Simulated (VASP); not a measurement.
# B5Ru (P6/mmm) in VASP: a series of runs

The runs below take B5Ru through single point, relaxation of cell and atoms, with PBE.

Program: VASP 6.6.1. These are calculated values, not measurements. Logs are shortened: lines on timing, memory, paths and dates and some standing lists are left out, and cuts for length are marked.

### Step 1. The cell of the first run

It takes space group P6/mmm (No. 191, hexagonal). The conventional cell has a = 3.235 Å, b = 3.235 Å, c = 6.580 Å, α = 90.00°, β = 90.00°, γ = 120.00°. Within 2.2 Å of B (site symmetry mmm) lie 8 B at 1.62 to 2.05 Å. Within 2.7 Å of B (site symmetry 6mm) lie 1 Ru at 2.04 Å and 7 B at 2.05 to 2.51 Å. Within 2.7 Å of Ru (site symmetry 6/mmm) lie 2 B at 2.04 Å.

The cell was built from a structure type or drawn by symmetry, and may not be a known phase.

### Step 2. Single point, PBE

INCAR reads:

```
PREC = Accurate ; ENCUT = 520
EDIFF = 1E-7 ; ISMEAR = 0
SIGMA = 0.1 ; LREAL = False
LASPH = True ; NELM = 100
ALGO = Normal ; ISIF = 2
LWAVE = False ; LCHARG = True
GGA = PE ; LELF = True
LVHAR = True ; NBANDS = 24
```

KPOINTS reads:

```
regular mesh
0
Gamma
  12 12 6
```

POSCAR reads:

```
B5Ru
1.0
    3.2354812651      0.0000000000      0.0000000000
   -1.6177406326      2.8020089691      0.0000000000
    0.0000000000      0.0000000000      6.5796709903
B Ru
5 1
Direct
    0.5000000000      0.0000000000      0.0000000000
    0.0000000000      0.5000000000      0.0000000000
    0.5000000000      0.5000000000      0.0000000000
    0.0000000000      0.0000000000      0.8094542983
    0.0000000000      0.0000000000      0.1905457017
    0.0000000000      0.0000000000      0.5000000000
```

Potentials or basis: VASP PAW PBE potentials, release 64 (B, Ru_pv).

Command:

```console
$ cat potpaw_PBE.64/B/POTCAR potpaw_PBE.64/Ru_pv/POTCAR > POTCAR
$ mpirun -np 1 vasp_std > vasp.out
```

OUTCAR:

```text
PREC = Accurate
   ENCUT = 520
   EDIFF = 1E-7
   ISMEAR = 0
   LREAL = False
   LASPH = True
   NELM = 100
   ISIF = 2
   GGA = PE

 ion  position               nearest neighbor table
   1  0.500  0.000  0.000-   2 1.62   2 1.62   3 1.62   3 1.62   4 2.05   4 2.05   5 2.05   5 2.05

   2  0.000  0.500  0.000-   3 1.62   3 1.62   1 1.62   1 1.62   4 2.05   5 2.05   4 2.05   5 2.05

   3  0.500  0.500  0.000-   2 1.62   2 1.62   1 1.62   1 1.62   4 2.05   5 2.05   4 2.05   5 2.05

   4  0.000  0.000  0.809-   6 2.04   1 2.05   1 2.05   3 2.05   3 2.05   2 2.05   2 2.05
   5  0.000  0.000  0.191-   6 2.04   1 2.05   1 2.05   3 2.05   3 2.05   2 2.05   2 2.05
   6  0.000  0.000  0.500-   4 2.04   5 2.04

  LATTYP: Found a hexagonal cell.
 ALAT       =     3.2354812651
 C/A-ratio  =     2.0335988532

  Lattice vectors:

 A1 = (   3.2354812651,   0.0000000000,   0.0000000000)
 A2 = (  -1.6177406326,   2.8020089691,   0.0000000000)
 A3 = (   0.0000000000,   0.0000000000,   6.5796709903)

Analysis of symmetry for initial positions (statically):
=====================================================================
 Subroutine PRICEL returns:
 Original cell was already a primitive cell.

 Routine SETGRP: Setting up the symmetry group for a
 hexagonal supercell.

 Subroutine GETGRP returns: Found 24 space group operations
 (whereof 24 operations were pure point group operations)
 out of a pool of 24 trial point group operations.

The static configuration has the point symmetry D_6h.

Analysis of symmetry for dynamics (positions and initial velocities):
=====================================================================
 Subroutine PRICEL returns:
 Original cell was already a primitive cell.

 Routine SETGRP: Setting up the symmetry group for a
 hexagonal supercell.

 Subroutine GETGRP returns: Found 24 space group operations
 (whereof 24 operations were pure point group operations)
 out of a pool of 24 trial point group operations.

The dynamic configuration has the point symmetry D_6h.

 Subroutine INISYM returns: Found 24 space group operations
 (whereof 24 operations are pure point group operations),
 and found     1 'primitive' translations

----------------------------------------------------------------------------------------

                                     Primitive cell

  volume of cell :      59.6503

  direct lattice vectors                    reciprocal lattice vectors
     3.235481265  0.000000000  0.000000000     0.309073031  0.178443397  0.000000000
    -1.617740633  2.802008969  0.000000000     0.000000000  0.356886795  0.000000000
     0.000000000  0.000000000  6.579670990     0.000000000  0.000000000  0.151983283

  length of vectors
     3.235481265  3.235481265  6.579670990     0.356886795  0.356886795  0.151983283

  position of ions in fractional coordinates (direct lattice)
     0.500000000  0.000000000  0.000000000
     0.000000000  0.500000000  0.000000000
     0.500000000  0.500000000  0.000000000
     0.000000000  0.000000000  0.809454298
     0.000000000  0.000000000  0.190545702
     0.000000000  0.000000000  0.500000000

  ion indices of the primitive-cell ions
   primitive index   ion index
                 1           1
                 2           2
                 3           3
                 4           4
                 5           5
                 6           6

----------------------------------------------------------------------------------------

 KPOINTS: regular mesh

Automatic generation of k-mesh.
 Grid dimensions read from file:
 generate k-points for:   12   12    6

 Generating k-lattice:

  Cartesian coordinates                     Fractional coordinates (reciprocal lattice)
     0.025756086  0.014870283  0.000000000     0.083333333  0.000000000  0.000000000
     0.000000000  0.029740566  0.000000000     0.000000000  0.083333333  0.000000000
     0.000000000  0.000000000  0.025330547     0.000000000  0.000000000  0.166666667

  Length of vectors
     0.029740566  0.029740566  0.025330547

  Shift w.r.t. Gamma in fractional coordinates (k-lattice)
     0.000000000  0.000000000  0.000000000

 Subroutine IBZKPT returns following result:
 ===========================================

 Found     76 irreducible k-points:

 Following reciprocal coordinates:
            Coordinates               Weight
  0.000000  0.000000  0.000000      1.000000
  0.083333  0.000000  0.000000      6.000000
  0.166667  0.000000  0.000000      6.000000
  0.250000  0.000000  0.000000      6.000000
  0.333333  0.000000  0.000000      6.000000
  0.416667  0.000000  0.000000      6.000000
[... 16 lines left out ...]
  0.250000  0.000000  0.166667     12.000000
  0.333333  0.000000  0.166667     12.000000
 [... further k-points ...]
   k-points           NKPTS =     76   k-points in BZ     NKDIM =     76   number of bands    NBANDS=     24
   number of dos      NEDOS =    301   number of ions     NIONS =      6
   total plane-waves  NPLWV =  28800
   dimension x,y,z NGX =    24 NGY =   24 NGZ =   50
   dimension x,y,z NGXF=    48 NGYF=   48 NGZF=  100
   ions per type =               5   1
   NGX,Y,Z   is equivalent  to a cutoff of  12.33, 12.33, 12.63 a.u.
   NGXF,Y,Z  is equivalent  to a cutoff of  24.66, 24.66, 25.27 a.u.
 SYSTEM =  unknown system
   PREC   = accura    normal or accurate (medium, high low for compatibility)
   ISTART =      0    job   : 0-new  1-cont  2-samecut
   ICHARG =      2    charge: 1-file 2-atom 10-const
   ISPIN  =      1    spin polarized calculation?
   LNONCOLLINEAR =      F non collinear calculations
   LSORBIT =      F    spin-orbit coupling
   LASPH  =      T    aspherical Exc in radial PAW
   ENCUT  =  520.0 eV  38.22 Ry    6.18 a.u.   6.02  6.02 12.23*2*pi/ulx,y,z
   NELM   =    100;   NELMIN=  2; NELMDL= -5     # of ELM steps
   EDIFF  = 0.1E-06   stopping-criterion for ELM
   LREAL  =      F    real-space projection
   EDIFFG = 0.1E-05   stopping-criterion for IOM
   NSW    =      0    number of steps for IOM
   IBRION =     -1    ionic relax: 0-MD 1-quasi-New 2-CG
   NFREE  =      0    steps in history (QN), initial steepest desc. (CG)
   ISIF   =      2    stress and relaxation
   ISYM   =      2    0-nonsym 1-usesym 2-fastsym
   POTIM  = 0.5000    time-step for ionic-motion
   TEBEG  =    0.0;   TEEND  =   0.0 temperature during run
   PSTRESS=    0.0 pullay stress
   NELECT =      29.0000    total number of electrons
   NUPDOWN=      -1.0000    fix difference up-down
   EMIN   =  10.00;   EMAX   =-10.00  energy-range for DOS
   EFERMI =   0.00;   METHOD = LEGACY
   ISMEAR =     0;   SIGMA  =   0.10  broadening in eV -4-tet -1-fermi 0-gaus
   EFERMI_NEDOS =   21; number of points for ismear=-14 and -15
   IALGO  =     38    algorithm
   IMIX   =      4    mixing-type and parameters
     AMIX     =   0.40;   BMIX     =  1.00
     AMIX_MAG =   1.60;   BMIX_MAG =  1.00
  volume/ion in A,a.u.               =       9.94        67.09
  Fermi-wavevector in a.u.,A,eV,Ry     =   1.287271  2.432589 22.545758  1.657066
  Thomas-Fermi vector in A             =   2.419295
   LORBIT       =      0    0 simple, 1 ext, 2 COOP (PROOUT), +10 PAW based schemes
   GGA     = PE    functional components
   LHFCALC =     F    Hartree Fock is set to
   AEXX    =    0.0000 exact exchange contribution
   IVDW    =     0    specifies the selected vdW correction
   LEPSILON=     F    determine dielectric tensor
   LRPA    =     F    only Hartree local field effects (RPA)
 non-spin polarized calculation
 Gauss-broadening in eV      SIGMA  =   0.10
  energy-cutoff  :      520.00
  volume of cell :       59.65
 maximum number of plane-waves:      1632
   NGX = 13   NGY = 13   NGZ = 25

 number of electron      28.9999996 magnetization

 Free energy of the ion-electron system (eV)
  ---------------------------------------------------
  ext. energy  EPLUGINS =         0.00000000
  ---------------------------------------------------
  free energy    TOTEN  =       -36.01719588 eV

  energy without entropy =      -36.00179246  energy(sigma->0) =      -36.00949417

 E-fermi :   5.9210     XC(G=0): -11.3351

 val. band max:        5.9020342248   @ k =   0.3333   0.0000   0.3333
 cond. band min:       5.9270204262   @ k =   0.3333   0.1667   0.1667
 fundamental gap:      0.0249862014
 Fermi energy:         5.9210441283

 k-point     1 :       0.0000    0.0000    0.0000
  band No.  band energies     occupation
      1     -36.0410      2.00000
      2     -35.8944      2.00000
      3     -35.8944      2.00000
      4     -11.1787      2.00000
      5      -4.1360      2.00000
      6      -2.8066      2.00000
[... 16 lines left out ...]
     23      12.7772      0.00000
     24      13.0847      0.00000

 k-point     2 :       0.0833    0.0000    0.0000
  band No.  band energies     occupation
      1     -36.0401      2.00000
      2     -35.9014      2.00000
      3     -35.8961      2.00000
      4     -11.0830      2.00000
      5      -4.0232      2.00000
      6      -2.9093      2.00000
[... 16 lines left out ...]
     23      12.8140      0.00000
     24      13.0862      0.00000

 k-point     3 :       0.1667    0.0000    0.0000
  band No.  band energies     occupation
      1     -36.0377      2.00000
      2     -35.9208      2.00000
      3     -35.9010      2.00000
      4     -10.7963      2.00000
      5      -3.6858      2.00000
      6      -3.2891      2.00000
[... 16 lines left out ...]
     23      13.0792      0.00000
     24      13.3812      0.00000
[... 514 lines left out ...]
 k-point    23 :       0.2500    0.0000    0.1667
  band No.  band energies     occupation
      1     -36.0344      2.00000
      2     -35.9471      2.00000
      3     -35.9077      2.00000
      4     -10.3174      2.00000
      5      -4.1290      2.00000
      6      -3.2058      2.00000
[... 16 lines left out ...]
     23      13.3328      0.00000
     24      14.4040      0.00000

 k-point    24 :       0.3333    0.0000    0.1667
  band No.  band energies     occupation
      1     -36.0312      2.00000
      2     -35.9732      2.00000
      3     -35.9144      2.00000
      4      -9.6563      2.00000
      5      -5.3292      2.00000
      6      -2.4322      2.00000
[... 16 lines left out ...]
     23      13.9303      0.00000
     24      14.7988      0.00000

 [... further k-points ...]

------------------------ aborting loop because EDIFF is reached ----------------------------------------

  FORCE on cell =-STRESS in cart. coord.  units (eV):
  Direction    XX          YY          ZZ          XY          YZ          ZX
  --------------------------------------------------------------------------------------
  -------------------------------------------------------------------------------------
  Total        0.0084015      0.0084015     -0.0197978     -0.0000000      0.0000000     -0.0000000
  in kB        0.2256615      0.2256615     -0.5317599     -0.0000000      0.0000000     -0.0000000
  external PRESSURE =      -0.0268123 kB  Pullay stress =       0.0000000 kB

 VOLUME and BASIS-vectors are now :
 -----------------------------------------------------------------------------
  energy-cutoff  :      520.00
  volume of cell :       59.65
      direct lattice vectors                 reciprocal lattice vectors
     3.235481265  0.000000000  0.000000000     0.309073031  0.178443397  0.000000000
    -1.617740633  2.802008969  0.000000000     0.000000000  0.356886795  0.000000000
     0.000000000  0.000000000  6.579670990     0.000000000  0.000000000  0.151983283

 POSITION                                       TOTAL-FORCE (eV/Angst)
 -----------------------------------------------------------------------------------
      1.61774      0.00000      0.00000        -0.000000      0.000000      0.000000
     -0.80887      1.40100      0.00000        -0.000000      0.000000      0.000000
      0.80887      1.40100      0.00000        -0.000000      0.000000      0.000000
      0.00000      0.00000      5.32594         0.000000      0.000000      0.003219
      0.00000      0.00000      1.25373         0.000000     -0.000000     -0.003219
      0.00000      0.00000      3.28984        -0.000000      0.000000      0.000000
 -----------------------------------------------------------------------------------
    total drift:                               -0.000000     -0.000000     -0.000000

  FREE ENERGIE OF THE ION-ELECTRON SYSTEM (eV)
  ---------------------------------------------------
  free  energy   TOTEN  =       -36.0171958814 eV

  energy  without entropy=      -36.0017924638  energy(sigma->0) =      -36.00949417
```

It took 2 min on 1 thread of Intel Xeon 8259CL, shared host; peak memory 0.23 GiB.

Results:

```
Free energy            : -36.0172 eV
Pressure               : 0.0 GPa
Largest force          : 0.003 eV/Å
Band gap on the k mesh : zero (an odd number of electrons rules out a gap without spin polarisation)
```

Forces on the atoms (eV/Å):
```
B    0.000  0.000  0.000
B    0.000  0.000  0.000
B    0.000  0.000  0.000
B    0.000  0.000  0.003
B    0.000  0.000 -0.003
Ru   0.000  0.000  0.000
```

Stress tensor (GPa, compression positive):
```
 0.02  0.00  0.00
 0.00  0.02  0.00
 0.00  0.00 -0.05
```

### Step 3. Relaxation of cell and atoms, PBE

INCAR reads:

```
PREC     = Accurate       # precision mode
ENCUT    = 600            # plane-wave cutoff, eV
EDIFF    = 1E-7           # SCF threshold, eV
ISMEAR   = 0              # smearing method
SIGMA    = 0.1            # smearing width, eV
LREAL    = False          # projectors in reciprocal space
LASPH    = True           # aspherical terms in the spheres
NELM     = 100            # most SCF steps
ALGO     = Normal         # electronic algorithm
ISIF     = 3              # what is computed and relaxed
LWAVE    = False          # write WAVECAR
LCHARG   = False          # write CHGCAR
GGA      = PE             # functional
IBRION   = 2              # ionic algorithm
NSW      = 100            # ionic steps
EDIFFG   = -0.01          # ionic threshold
```

KPOINTS is that of step 2.

POSCAR reads:

```
B5Ru
1.0
    3.2427656830      0.0000000000      0.0000000000
   -1.6213828415      2.8083174600      0.0000000000
    0.0000000000      0.0000000000      6.5461451091
B Ru
5 1
Direct
    0.5000000000      0.0000000000      0.0000000000
    0.0000000000      0.5000000000      0.0000000000
    0.5000000000      0.5000000000      0.0000000000
    0.0000000000      0.0000000000      0.8115490049
    0.0000000000      0.0000000000      0.1884509951
    0.0000000000      0.0000000000      0.5000000000
```

Potentials or basis: VASP PAW PBE potentials, release 64 (B, Ru_pv).

Command:

```console
$ cat potpaw_PBE.64/B/POTCAR potpaw_PBE.64/Ru_pv/POTCAR > POTCAR
$ mpirun -np 1 vasp_std > vasp.out
```

Run time: 7 min. Hardware: 1 thread of Intel Xeon 8259CL, shared host; peak memory 0.27 GiB.

Results (log left out):

```yaml
Free_energy: -36.0227 eV
Relaxed_volume: 9.95 Å³/atom
Relaxed_cell: a = 3.236 Å, b = 3.236 Å, c = 6.579 Å, α = 90.00°, β = 90.00°, γ = 120.00°
Space_group_after_relaxing_to_0.1_Å: P6/mmm (No. 191)
Energy_gained_by_relaxing: 0.9 meV/atom
Ionic_steps: 4
Pressure_after_relaxing: -0.1 GPa
Largest_force_after_relaxing: 0.010 eV/Å
Band_gap_on_the_k_mesh: zero (an odd number of electrons rules out a gap without spin polarisation)
```

Forces in eV/Å, atoms in the order of the input:
```
B    0.000  0.000  0.000
B    0.000  0.000  0.000
B    0.000  0.000  0.000
B    0.000  0.000  0.010
B    0.000  0.000 -0.010
Ru   0.000  0.000  0.000
```

Stress tensor (GPa, compression positive):
```
-0.12  0.00  0.00
 0.00 -0.12  0.00
 0.00  0.00 -0.04
```

The path:
| step | energy change (eV) | largest force (eV/Å) | pressure (GPa) | volume (Å³) |
| --- | --- | --- | --- | --- |
| 1 | 0.0000 | 0.2303 | -0.26 | 59.61 |
| 2 | -0.0050 | 0.0412 | 0.41 | 59.47 |
| 3 | -0.0050 | 0.0481 | 0.39 | 59.48 |
| 4 | -0.0053 | 0.0098 | -0.09 | 59.67 |

Final structure:
```cif
data_structure
_symmetry_space_group_name_H-M 'P 1'
_symmetry_Int_Tables_number 1
_cell_length_a 3.2363
_cell_length_b 3.2363
_cell_length_c 6.5789
_cell_angle_alpha 90.000
_cell_angle_beta 90.000
_cell_angle_gamma 120.000
_cell_volume 59.67
loop_
_atom_site_label
_atom_site_type_symbol
_atom_site_fract_x
_atom_site_fract_y
_atom_site_fract_z
_atom_site_occupancy
B1 B 0.50000 0.00000 0.00000 1
B2 B 0.00000 0.50000 0.00000 1
B3 B 0.50000 0.50000 0.00000 1
B4 B 0.00000 0.00000 0.80943 1
B5 B 0.00000 0.00000 0.19057 1
Ru1 Ru 0.00000 0.00000 0.50000 1
```

Levels at points of the mesh, in eV from the Fermi level:
```csv
k point,band 12,band 13,band 14,band 15,band 16,band 17,band 18
"(0.00, 0.00, 0.00)",-0.68,-0.60,-0.60,-0.40,1.20,3.64,3.64
"(0.50, 0.00, 0.00)",-1.40,-1.13,0.27,0.95,1.68,1.71,3.04
"(0.00, 0.00, 0.50)",-0.68,-0.68,-0.20,-0.20,1.29,2.84,2.84
"(0.50, 0.00, 0.50)",-1.79,-1.05,-0.47,0.22,0.95,2.73,3.50
```
